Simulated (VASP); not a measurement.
# HgTe (F-43m) in VASP: notebook

Runs on HgTe. Level: PBE. Tasks: single point, relaxation of cell and atoms.

Program: VASP 6.6.1. These are calculated values, not measurements. Logs are shortened: lines on timing, memory, paths and dates and some standing lists are left out, and cuts for length are marked.

### Step 1. The cell of the first run

It takes space group F-43m (No. 216, cubic). Conventional cell: a = 6.650 Å, b = 6.650 Å, c = 6.650 Å, α = 90.00°, β = 90.00°, γ = 90.00°. Hg (site symmetry -43m) has 4 Te at 2.88 Å within 3.8 Å. Within 3.8 Å of Te (site symmetry -43m) lie 4 Hg at 2.88 Å.

### Step 2. Single point, PBE

INCAR reads:

```
  ALGO = Normal
  EDIFF = 1E-6
  ENCUT = 520
  GGA = PE
  ISIF = 2
  ISMEAR = 0
  LASPH = True
  LCHARG = True
  LELF = True
  LREAL = False
  LVHAR = True
  LWAVE = False
  NBANDS = 16
  NELM = 60
  PREC = Accurate
  SIGMA = 0.1
```

KPOINTS reads:

```
k-points
0
Gamma
  12 12 12
```

POSCAR reads:

```
HgTe
1.0
    0.0000000000      3.3247980849      3.3247980849
    3.3247980849      0.0000000000      3.3247980849
    3.3247980849      3.3247980849      0.0000000000
Hg Te
1 1
Direct
    0.0000000000      0.0000000000      0.0000000000
    0.7500000000      0.7500000000      0.7500000000
```

Potentials or basis: VASP PAW PBE potentials, release 64 (Hg, Te).

Command:

```bash
> cat potpaw_PBE.64/Hg/POTCAR potpaw_PBE.64/Te/POTCAR > POTCAR
> mpirun -np 1 vasp_std > vasp.out
```

OUTCAR:

```text
EDIFF = 1E-6
   ENCUT = 520
   GGA = PE
   ISIF = 2
   ISMEAR = 0
   LASPH = True
   LREAL = False
   NELM = 60
   PREC = Accurate

 ion  position               nearest neighbor table
   1  0.000  0.000  0.000-   2 2.88   2 2.88   2 2.88   2 2.88
   2  0.750  0.750  0.750-   1 2.88   1 2.88   1 2.88   1 2.88

  LATTYP: Found a face centered cubic cell.
 ALAT       =     6.6495961698

  Lattice vectors:

 A1 = (   0.0000000000,   3.3247980849,   3.3247980849)
 A2 = (   3.3247980849,   0.0000000000,   3.3247980849)
 A3 = (   3.3247980849,   3.3247980849,   0.0000000000)

Analysis of symmetry for initial positions (statically):
=====================================================================
 Subroutine PRICEL returns:
 Original cell was already a primitive cell.

 Routine SETGRP: Setting up the symmetry group for a
 face centered cubic supercell.

 Subroutine GETGRP returns: Found 24 space group operations
 (whereof 24 operations were pure point group operations)
 out of a pool of 48 trial point group operations.

The static configuration has the point symmetry T_d .

Analysis of symmetry for dynamics (positions and initial velocities):
=====================================================================
 Subroutine PRICEL returns:
 Original cell was already a primitive cell.

 Routine SETGRP: Setting up the symmetry group for a
 face centered cubic supercell.

 Subroutine GETGRP returns: Found 24 space group operations
 (whereof 24 operations were pure point group operations)
 out of a pool of 48 trial point group operations.

The dynamic configuration has the point symmetry T_d .

 Subroutine INISYM returns: Found 24 space group operations
 (whereof 24 operations are pure point group operations),
 and found     1 'primitive' translations

----------------------------------------------------------------------------------------

                                     Primitive cell

  volume of cell :      73.5065

  direct lattice vectors                    reciprocal lattice vectors
     0.000000000  3.324798085  3.324798085    -0.150385072  0.150385072  0.150385072
     3.324798085  0.000000000  3.324798085     0.150385072 -0.150385072  0.150385072
     3.324798085  3.324798085  0.000000000     0.150385072  0.150385072 -0.150385072

  length of vectors
     4.701974544  4.701974544  4.701974544     0.260474586  0.260474586  0.260474586

  position of ions in fractional coordinates (direct lattice)
     0.000000000  0.000000000  0.000000000
     0.750000000  0.750000000  0.750000000

  ion indices of the primitive-cell ions
   primitive index   ion index
                 1           1
                 2           2

----------------------------------------------------------------------------------------

 KPOINTS: k-points

Automatic generation of k-mesh.
 Grid dimensions read from file:
 generate k-points for:   12   12   12

 Generating k-lattice:

  Cartesian coordinates                     Fractional coordinates (reciprocal lattice)
    -0.012532089  0.012532089  0.012532089     0.083333333  0.000000000  0.000000000
     0.012532089 -0.012532089  0.012532089     0.000000000  0.083333333  0.000000000
     0.012532089  0.012532089 -0.012532089     0.000000000  0.000000000  0.083333333

  Length of vectors
     0.021706215  0.021706215  0.021706215

  Shift w.r.t. Gamma in fractional coordinates (k-lattice)
     0.000000000  0.000000000  0.000000000

 Subroutine IBZKPT returns following result:
 ===========================================

 Found     72 irreducible k-points:

 Following reciprocal coordinates:
            Coordinates               Weight
  0.000000  0.000000  0.000000      1.000000
  0.083333  0.000000  0.000000      8.000000
  0.166667  0.000000  0.000000      8.000000
  0.250000  0.000000  0.000000      8.000000
  0.333333  0.000000  0.000000      8.000000
  0.416667  0.000000  0.000000      8.000000
[... 16 lines left out ...]
  0.500000  0.166667  0.000000     24.000000
 -0.416667  0.166667  0.000000     24.000000
 [... further k-points ...]
   k-points           NKPTS =     72   k-points in BZ     NKDIM =     72   number of bands    NBANDS=     16
   number of dos      NEDOS =    301   number of ions     NIONS =      2
   total plane-waves  NPLWV =  46656
   dimension x,y,z NGX =    36 NGY =   36 NGZ =   36
   dimension x,y,z NGXF=    72 NGYF=   72 NGZF=   72
   ions per type =               1   1
   NGX,Y,Z   is equivalent  to a cutoff of  12.73, 12.73, 12.73 a.u.
   NGXF,Y,Z  is equivalent  to a cutoff of  25.46, 25.46, 25.46 a.u.
 SYSTEM =  unknown system
   PREC   = accura    normal or accurate (medium, high low for compatibility)
   ISTART =      0    job   : 0-new  1-cont  2-samecut
   ICHARG =      2    charge: 1-file 2-atom 10-const
   ISPIN  =      1    spin polarized calculation?
   LNONCOLLINEAR =      F non collinear calculations
   LSORBIT =      F    spin-orbit coupling
   LASPH  =      T    aspherical Exc in radial PAW
   ENCUT  =  520.0 eV  38.22 Ry    6.18 a.u.   8.74  8.74  8.74*2*pi/ulx,y,z
   NELM   =     60;   NELMIN=  2; NELMDL= -5     # of ELM steps
   EDIFF  = 0.1E-05   stopping-criterion for ELM
   LREAL  =      F    real-space projection
   EDIFFG = 0.1E-04   stopping-criterion for IOM
   NSW    =      0    number of steps for IOM
   IBRION =     -1    ionic relax: 0-MD 1-quasi-New 2-CG
   NFREE  =      0    steps in history (QN), initial steepest desc. (CG)
   ISIF   =      2    stress and relaxation
   ISYM   =      2    0-nonsym 1-usesym 2-fastsym
   POTIM  = 0.5000    time-step for ionic-motion
   TEBEG  =    0.0;   TEEND  =   0.0 temperature during run
   PSTRESS=    0.0 pullay stress
   NELECT =      18.0000    total number of electrons
   NUPDOWN=      -1.0000    fix difference up-down
   EMIN   =  10.00;   EMAX   =-10.00  energy-range for DOS
   EFERMI =   0.00;   METHOD = LEGACY
   ISMEAR =     0;   SIGMA  =   0.10  broadening in eV -4-tet -1-fermi 0-gaus
   EFERMI_NEDOS =   21; number of points for ismear=-14 and -15
   IALGO  =     38    algorithm
   IMIX   =      4    mixing-type and parameters
     AMIX     =   0.40;   BMIX     =  1.00
     AMIX_MAG =   1.60;   BMIX_MAG =  1.00
  volume/ion in A,a.u.               =      36.75       248.02
  Fermi-wavevector in a.u.,A,eV,Ry     =   1.024213  1.935482 14.272685  1.049013
  Thomas-Fermi vector in A             =   2.157988
   LORBIT       =      0    0 simple, 1 ext, 2 COOP (PROOUT), +10 PAW based schemes
   GGA     = PE    functional components
   LHFCALC =     F    Hartree Fock is set to
   AEXX    =    0.0000 exact exchange contribution
   IVDW    =     0    specifies the selected vdW correction
   LEPSILON=     F    determine dielectric tensor
   LRPA    =     F    only Hartree local field effects (RPA)
 non-spin polarized calculation
 Gauss-broadening in eV      SIGMA  =   0.10
  energy-cutoff  :      520.00
  volume of cell :       73.51
 maximum number of plane-waves:      2006
   NGX = 17   NGY = 17   NGZ = 17

 number of electron      17.9999998 magnetization

 Free energy of the ion-electron system (eV)
  ---------------------------------------------------
  ext. energy  EPLUGINS =         0.00000000
  ---------------------------------------------------
  free energy    TOTEN  =        -3.65186447 eV

  energy without entropy =       -3.65170011  energy(sigma->0) =       -3.65178229

 E-fermi :   2.3107     XC(G=0):  -8.3605

 val. band max:        2.2391465105   @ k =   0.0000   0.0000   0.0000
 cond. band min:       2.5926691737   @ k =   0.0833   0.0000   0.0000
 fundamental gap:      0.3535226632
 Fermi energy:         2.3107216089

 k-point     1 :       0.0000    0.0000    0.0000
  band No.  band energies     occupation
      1      -9.1780      2.00000
      2      -4.6547      2.00000
      3      -4.6547      2.00000
      4      -4.6547      2.00000
      5      -4.2219      2.00000
      6      -4.2219      2.00000
[... 8 lines left out ...]
     15      11.6691      0.00000
     16      11.6691      0.00000

 k-point     2 :       0.0833    0.0000    0.0000
  band No.  band energies     occupation
      1      -9.1488      2.00000
      2      -4.6466      2.00000
      3      -4.6466      2.00000
      4      -4.6420      2.00000
      5      -4.2227      2.00000
      6      -4.2227      2.00000
[... 8 lines left out ...]
     15      11.2063      0.00000
     16      11.2063      0.00000

 k-point     3 :       0.1667    0.0000    0.0000
  band No.  band energies     occupation
      1      -9.0675      2.00000
      2      -4.6251      2.00000
      3      -4.6251      2.00000
      4      -4.5971      2.00000
      5      -4.2238      2.00000
      6      -4.2238      2.00000
[... 8 lines left out ...]
     15      10.8049      0.00000
     16      10.8049      0.00000

 k-point     4 :       0.2500    0.0000    0.0000
  band No.  band energies     occupation
      1      -8.9523      2.00000
      2      -4.5976      2.00000
      3      -4.5976      2.00000
      4      -4.5015      2.00000
      5      -4.2222      2.00000
      6      -4.2222      2.00000
[... 8 lines left out ...]
     15      10.7417      0.00000
     16      10.7417      0.00000
[... 324 lines left out ...]
 k-point    22 :       0.4167    0.1667    0.0000
  band No.  band energies     occupation
      1      -8.7329      2.00000
      2      -4.5487      2.00000
      3      -4.5157      2.00000
      4      -4.3205      2.00000
      5      -4.1968      2.00000
      6      -4.1488      2.00000
[... 8 lines left out ...]
     15      11.6056      0.00000
     16      12.2472      0.00000

 k-point    23 :       0.5000    0.1667    0.0000
  band No.  band energies     occupation
      1      -8.6679      2.00000
      2      -4.5360      2.00000
      3      -4.5094      2.00000
      4      -4.2575      2.00000
      5      -4.2007      2.00000
      6      -3.9831      2.00000
[... 8 lines left out ...]
     15      11.7842      0.00000
     16      12.2796      0.00000

 k-point    24 :      -0.4167    0.1667    0.0000
  band No.  band energies     occupation
      1      -8.6595      2.00000
      2      -4.5312      2.00000
      3      -4.5154      2.00000
      4      -4.2325      2.00000
      5      -4.2124      2.00000
      6      -3.9449      2.00000
[... 8 lines left out ...]
     15      11.5009      0.00000
     16      11.7526      0.00000

 [... further k-points ...]

------------------------ aborting loop because EDIFF is reached ----------------------------------------

  FORCE on cell =-STRESS in cart. coord.  units (eV):
  Direction    XX          YY          ZZ          XY          YZ          ZX
  --------------------------------------------------------------------------------------
  -------------------------------------------------------------------------------------
  Total        0.0282554      0.0282554      0.0282554     -0.0000000      0.0000000      0.0000000
  in kB        0.6158666      0.6158666      0.6158666     -0.0000000      0.0000000      0.0000000
  external PRESSURE =       0.6158666 kB  Pullay stress =       0.0000000 kB

 VOLUME and BASIS-vectors are now :
 -----------------------------------------------------------------------------
  energy-cutoff  :      520.00
  volume of cell :       73.51
      direct lattice vectors                 reciprocal lattice vectors
     0.000000000  3.324798085  3.324798085    -0.150385072  0.150385072  0.150385072
     3.324798085  0.000000000  3.324798085     0.150385072 -0.150385072  0.150385072
     3.324798085  3.324798085  0.000000000     0.150385072  0.150385072 -0.150385072

 POSITION                                       TOTAL-FORCE (eV/Angst)
 -----------------------------------------------------------------------------------
      0.00000      0.00000      0.00000        -0.000000      0.000000      0.000000
      4.98720      4.98720      4.98720         0.000000      0.000000     -0.000000
 -----------------------------------------------------------------------------------
    total drift:                                0.000000      0.000000      0.000000

  FREE ENERGIE OF THE ION-ELECTRON SYSTEM (eV)
  ---------------------------------------------------
  free  energy   TOTEN  =        -3.6518644732 eV

  energy  without entropy=       -3.6517001108  energy(sigma->0) =       -3.65178229
```

Wall time 2 min (1 thread of Intel Xeon 8259CL, shared host); peak memory 0.26 GiB.

Results:

- Free energy: -3.6519 eV
- Pressure: 0.1 GPa
- Band gap on the k mesh: zero (filled and empty bands touch)

Levels at points of the mesh, in eV from the Fermi level:
| k point | band 6 | band 7 | band 8 | band 9 | band 10 | band 11 | band 12 | band 13 |
| --- | --- | --- | --- | --- | --- | --- | --- | --- |
| (0.00, 0.00, 0.00) | -6.53 | -0.99 | -0.07 | -0.07 | -0.07 | 4.30 | 4.30 | 4.30 |
| (0.50, 0.00, 0.00) | -6.28 | -5.03 | -0.90 | -0.90 | 0.63 | 5.04 | 5.04 | 6.73 |
| (0.50, 0.50, 0.00) | -6.17 | -5.06 | -2.00 | -2.00 | 1.84 | 2.63 | 7.85 | 8.44 |

Caveat: semilocal functionals underestimate gaps, and a narrow one can read as zero; spin-orbit coupling is left out, which moves the levels of the heavy elements.

### Step 3. Single point, PBE

INCAR reads:

```
SYSTEM = HgTe
PREC = Accurate ; ENCUT = 520
EDIFF = 1E-7 ; ISMEAR = 0
SIGMA = 0.1 ; LREAL = .FALSE.
LASPH = .TRUE. ; NELM = 80
ALGO = Normal ; ISIF = 2
LWAVE = .FALSE. ; LCHARG = .FALSE.
GGA = PE ; NBANDS = 16
```

KPOINTS reads:

```
Automatic mesh
0
G
  12 12 12
  0 0 0
```

POSCAR is that of step 2.

Potentials or basis: VASP PAW PBE potentials, release 64 (Hg, Te).

Command:

```bash
> cat potpaw_PBE.64/Hg/POTCAR potpaw_PBE.64/Te/POTCAR > POTCAR
> mpirun -np 1 vasp_std > vasp.out
```

It took 2.1 min on 1 thread of Intel Xeon 8259CL, shared host; peak memory 0.26 GiB.

Results (log left out):

```
Free energy            : -3.6519 eV
Pressure               : 0.1 GPa
Band gap on the k mesh : zero (filled and empty bands touch)
```

Levels at points of the mesh, in eV from the Fermi level:
```tsv
k point	band 5	band 6	band 7	band 8	band 9	band 10	band 11	band 12	band 13	band 14
(0.00, 0.00, 0.00)	-6.53	-6.53	-0.99	-0.07	-0.07	-0.07	4.30	4.30	4.30	6.44
(0.50, 0.00, 0.00)	-6.52	-6.28	-5.03	-0.90	-0.90	0.63	5.04	5.04	6.73	7.69
(0.50, 0.50, 0.00)	-6.48	-6.17	-5.06	-2.00	-2.00	1.84	2.64	7.85	8.44	8.44
```

Caveat: semilocal functionals underestimate gaps, and a narrow one can read as zero; spin-orbit coupling is left out, which moves the levels of the heavy elements.

### Step 4. Relaxation of cell and atoms, PBE

This run uses another cell than the first one, of 33.50 Å³/atom.

INCAR reads:

```
SYSTEM = HgTe
ALGO     = Normal         ! electronic algorithm
EDIFF    = 1E-6           ! SCF threshold, eV
EDIFFG   = -0.005         ! ionic threshold
ENCUT    = 600            ! plane-wave cutoff, eV
GGA      = PE             ! functional
IBRION   = 2              ! ionic algorithm
ISIF     = 3              ! what is computed and relaxed
ISMEAR   = 0              ! smearing method
LASPH    = .True.         ! aspherical terms in the spheres
LCHARG   = .False.        ! write CHGCAR
LREAL    = .False.        ! projectors in reciprocal space
LWAVE    = .False.        ! write WAVECAR
NELM     = 60             ! most SCF steps
NSW      = 100            ! ionic steps
PREC     = Accurate       ! precision mode
SIGMA    = 0.1            ! smearing width, eV
```

KPOINTS reads:

```
k-points
0
Gamma
  12 12 12
  0 0 0
```

POSCAR reads:

```
HgTe
1.0
    0.0000000000      3.2235000000      3.2235000000
    3.2235000000      0.0000000000      3.2235000000
    3.2235000000      3.2235000000      0.0000000000
Hg Te
1 1
Direct
    0.0000000000      0.0000000000      0.0000000000
    0.7500000000      0.7500000000      0.7500000000
```

Command:

```bash
> cat potpaw_PBE.64/Hg/POTCAR potpaw_PBE.64/Te/POTCAR > POTCAR
> mpirun -np 1 vasp_std > vasp.out
```

Wall time 3.2 min (1 thread of Intel Xeon 8259CL, shared host); peak memory 0.28 GiB.

Results (log left out):

```yaml
Free_energy: -3.6511 eV
Relaxed_volume: 36.81 Å³/atom
Relaxed_cell: a = 4.704 Å, b = 4.704 Å, c = 4.704 Å, α = 60.00°, β = 60.00°, γ = 60.00°
Space_group_after_relaxing_to_0.1_Å: F-43m (No. 216)
Energy_gained_by_relaxing: 39.3 meV/atom
Ionic_steps: 3
Pressure_after_relaxing: 0.0 GPa
Band_gap_on_the_k_mesh: zero (filled and empty bands touch)
```

Step by step:
| step | energy change (eV) | largest force (eV/Å) | pressure (GPa) | volume (Å³) |
| --- | --- | --- | --- | --- |
| 1 | 0.0000 | 0.0000 | 4.16 | 66.99 |
| 2 | -0.0723 | 0.0000 | -0.91 | 75.78 |
| 3 | -0.0785 | 0.0000 | 0.02 | 73.62 |

Final structure:
```cif
data_structure
_symmetry_space_group_name_H-M 'P 1'
_symmetry_Int_Tables_number 1
_cell_length_a 4.7044
_cell_length_b 4.7044
_cell_length_c 4.7044
_cell_angle_alpha 60.000
_cell_angle_beta 60.000
_cell_angle_gamma 60.000
_cell_volume 73.62
loop_
_atom_site_label
_atom_site_type_symbol
_atom_site_fract_x
_atom_site_fract_y
_atom_site_fract_z
_atom_site_occupancy
Hg1 Hg 0.00000 0.00000 0.00000 1
Te1 Te 0.75000 0.75000 0.75000 1
```

Levels at points of the mesh, in eV from the Fermi level:
```tsv
k point	band 6	band 7	band 8	band 9	band 10	band 11	band 12	band 13
(0.00, 0.00, 0.00)	-6.53	-1.00	-0.07	-0.07	-0.07	4.30	4.30	4.30
(0.50, 0.00, 0.00)	-6.28	-5.02	-0.90	-0.90	0.63	5.04	5.04	6.73
(0.50, 0.50, 0.00)	-6.16	-5.05	-2.00	-2.00	1.84	2.64	7.85	8.43
```

Caveat: semilocal functionals underestimate gaps, and a narrow one can read as zero; spin-orbit coupling is left out, which moves the levels of the heavy elements. Zero-point motion and thermal expansion aren't in these numbers.

### Step 5. Relaxation of cell and atoms, PBE

INCAR reads:

```
SYSTEM = HgTe
ALGO = Normal
EDIFF = 1E-6
EDIFFG = -0.005
ENCUT = 600
GGA = PE
IBRION = 2
ISIF = 3
ISMEAR = 0
LASPH = .TRUE.
LCHARG = .FALSE.
LREAL = .FALSE.
LWAVE = .FALSE.
NELM = 60
NSW = 100
PREC = Accurate
SIGMA = 0.1
```

KPOINTS reads:

```
k-points
0
G
  12 12 12
  0 0 0
```

POSCAR reads:

```
HgTe
1.0
    0.0000000000      3.3247980849      3.3247980849
    3.3247980849      0.0000000000      3.3247980849
    3.3247980849      3.3247980849      0.0000000000
Hg Te
1 1
Direct
    0.0000000000      0.0000000000      0.0000000000
    0.7500000000      0.7500000000      0.7500000000
```

Command:

```bash
> cat potpaw_PBE.64/Hg/POTCAR potpaw_PBE.64/Te/POTCAR > POTCAR
> mpirun -np 1 vasp_std > vasp.out
```

Run time: 2.1 min. Hardware: 1 thread of Intel Xeon 8259CL, shared host; peak memory 0.31 GiB.

Results (log left out):

```yaml
Free_energy: -3.6520 eV
Relaxed_volume: 36.86 Å³/atom
Relaxed_cell: a = 4.706 Å, b = 4.706 Å, c = 4.706 Å, α = 60.00°, β = 60.00°, γ = 60.00°
Space_group_after_relaxing_to_0.1_Å: F-43m (No. 216)
Energy_gained_by_relaxing: 0.0 meV/atom
Ionic_steps: 2
Pressure_after_relaxing: 0.0 GPa
Band_gap_on_the_k_mesh: zero (filled and empty bands touch)
```

Final structure:
```xyz
2
Lattice="0.0000 3.3280 3.3280 3.3280 0.0000 3.3280 3.3280 3.3280 0.0000" Properties=species:S:1:pos:R:3 pbc="T T T"
Hg    0.0000    3.3280    3.3280
Te    4.9919    4.9919    4.9919
```

Levels at points of the mesh, in eV from the Fermi level:
| k point | band 7 | band 8 | band 9 | band 10 | band 11 | band 12 |
| --- | --- | --- | --- | --- | --- | --- |
| (0.00, 0.00, 0.00) | -1.00 | -0.07 | -0.07 | -0.07 | 4.31 | 4.31 |
| (0.50, 0.00, 0.00) | -5.01 | -0.90 | -0.90 | 0.63 | 5.04 | 5.04 |
| (0.50, 0.50, 0.00) | -5.04 | -1.99 | -1.99 | 1.84 | 2.64 | 7.84 |

Caveat: semilocal functionals underestimate gaps, and a narrow one can read as zero; spin-orbit coupling is left out, which moves the levels of the heavy elements.

### Step 6. Summary

| task | cell | cutoff (eV) | gap on the mesh (eV) | pressure (GPa) | relaxed volume (Å³/atom) |
| --- | --- | --- | --- | --- | --- |
| single point | a = 4.702 Å, angles 60.0°, 2 atoms | 520 | none | 0.1 | - |
| relaxation of cell and atoms | relaxed from a = 4.559 Å, angles 60.0°, 2 atoms | 600 | none | 0.0 | 36.81 |
| relaxation of cell and atoms | relaxed from a = 4.702 Å, angles 60.0°, 2 atoms | 600 | none | 0.0 | 36.86 |

Alike in all rows: level PBE; potentials or basis VASP PAW PBE potentials, release 64 (Hg, Te); no spin polarisation; k mesh 12 × 12 × 12; smearing gaussian 0.1 eV.

Caveats: semilocal functionals underestimate gaps, and a narrow one can read as zero; spin-orbit coupling is left out, which moves the levels of the heavy elements.

Total energies depend on the potentials used, so only differences within one code and one set of settings carry meaning.

The gap in the log of VASP goes by the Fermi energy; the results here count the filled bands.